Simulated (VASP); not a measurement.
Runs of VASP 6.6.1 on Bi2Te3. The structure is that of space group R3m (No. 160), or close to it. The cells are those of the table. 

```csv
task,cell,gap on the mesh (eV),pressure (GPa),largest force (eV/Å)
single point,"a = 10.076 Å, angles 25.3°, 5 atoms",none,2.8,1.23
single point,"a = 10.305, b = 10.257, c = 10.244 Å, angles 24.8, 24.9, 24.8°, 5 atoms",none,1.6,1.21
electric field gradients,"a = 10.268 Å, angles 24.8°, 5 atoms",none,1.6,1.21
single point,"a = 10.365 Å, angles 24.6°, 5 atoms",none,(a),1.20
```

Alike in all rows: level PBE; potentials or basis VASP PAW PBE potentials, release 64 (Bi_d, Te); no spin polarisation; k mesh 8 × 8 × 8; cutoff (eV) 520; smearing fermi-dirac 0.08 eV.

Estimate the missing entries.

(a) 1.1.

Caveats: spin-orbit coupling is left out, which moves the levels of the heavy elements; forces of over 1 eV/Å act on the atoms, so gaps and moduli don't describe the material at rest.

A k mesh can miss the band edges, and the runs leave out spin-orbit coupling on Bi, Te.

A gap of «none» marks levels without a gap at the run's occupations.
